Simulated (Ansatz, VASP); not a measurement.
## TiPt3: VASP beside Ansatz

File INCAR:

```
SYSTEM = TiPt3
ALGO = Fast
EDIFF = 1E-6
EDIFFG = -0.01
ENCUT = 600
GGA = PS
IBRION = 2
ISIF = 3
ISMEAR = 0
LASPH = .True.
LCHARG = .False.
LREAL = .False.
LWAVE = .False.
NELM = 100
NSW = 80
PREC = Accurate
SIGMA = 0.1
```

File KPOINTS:

```
k-points
0
Gamma
  12 12 12
  0 0 0
```

POSCAR

```
TiPt3
1.0
    3.9266426011      0.0000000000      0.0000000000
    0.0000000000      3.9266426011      0.0000000000
    0.0000000000      0.0000000000      3.9266426011
Ti Pt
1 3
Direct
    0.0000000000      0.0000000000      0.0000000000
    0.0000000000      0.5000000000      0.5000000000
    0.5000000000      0.0000000000      0.5000000000
    0.5000000000      0.5000000000      0.0000000000
```

Input for Ansatz:

```yaml
crystal:
  lattice:
    - [3.9266426011, 0.0, 0.0]
    - [0.0, 3.9266426011, 0.0]
    - [0.0, 0.0, 3.9266426011]
  atoms:
    - { symbol: Ti, position: [0.0, 0.0, 0.0] }
    - { symbol: Pt, position: [0.0, 0.5, 0.5] }
    - { symbol: Pt, position: [0.5, 0.0, 0.5] }
    - { symbol: Pt, position: [0.5, 0.5, 0.0] }
basis:
  ecutwfc: 420
kpoints:
  mp_grid: { grid: [12, 12, 12] }
hamiltonian:
  xc: pbesol
scf:
  occupations: { method: gaussian, width: 0.1 }
output:
  forces: true
  stress: true
  eigenvalues: true
relax:
  adjacent_minimum: "off"
  f_tol: 0.01
  max_steps: 60
  cell: { stress_tol: 0.1 }
```

Alike in both runs: task relaxation of cell and atoms; functional PBEsol; k mesh 12 × 12 × 12; occupations gaussian, width 0.1 eV; no spin polarisation.

|  | VASP | Ansatz |
| --- | --- | --- |
| version | VASP 6.6.1 | Ansatz 0.2.0 |
| potentials or method | VASP PAW PBE potentials, release 64 (Ti_sv, Pt), cutoff 600 eV | scalar-relativistic, plane waves, PAW |
| valence electrons in the cell | 42 | 66 |

VASP gave:

| Item | Value |
| --- | --- |
| gap on the k mesh at the Fermi level, each at its own relaxed structure (eV) | none |
| relaxed volume (Å³/atom) | 14.81 |
| relaxed length of the cell vector where the two differ most in proportion (Å) | 3.898 |

**Question.** Which values does Ansatz return?

**Answer.** gap on the k mesh at the Fermi level, each at its own relaxed structure (eV): none; relaxed volume (Å³/atom): 14.82; relaxed length of the cell vector where the two differ most in proportion (Å): 3.899.

VASP's potentials were made for PBE, not for PBEsol. A gap of «none» marks a metal or a gap that the smearing closes. VASP's potentials hold 42 valence electrons a cell and Ansatz's 66, so a difference there can come from the potentials and not from the codes.

Neither program's run includes spin-orbit coupling.
